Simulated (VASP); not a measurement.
Crystal: GaAs.

```
CELL_PARAMETERS angstrom
0.00000 2.83308 2.83308
2.83308 0.00000 2.83308
2.83308 2.83308 0.00000
ATOMIC_POSITIONS crystal
Ga 0.00000 0.00000 0.00000
As 0.25000 0.25000 0.25000
```

Base run:

```yaml
Program: VASP 6.6.1
Functional: r2SCAN
Potentials_or_basis: VASP PAW PBE potentials, release 64 (Ga_d, As)
Cutoff: 520 eV
k_mesh: 6 × 6 × 6
Occupations: gaussian, width 0.01 eV
Spin: no spin polarisation
```

Its results: band gap on the k mesh 0.94 eV, direct; pressure 0.1 GPa.

Problem. The run is repeated on the same cell with these changes: functional from r2SCAN to PBE; further incar settings from ALGO = Normal; EDIFF = 1e-07; NBANDS = 16 to ALGO = Normal; EDIFF = 1e-06; NBANDS = 16. What comes out?

Solution. Band gap on the k mesh 0.47 eV, direct; pressure 2.9 GPa.

Caveats: the PAW data sets were made with another functional, which shifts forces and pressure a little (some runs).

A k mesh can miss the band edges.
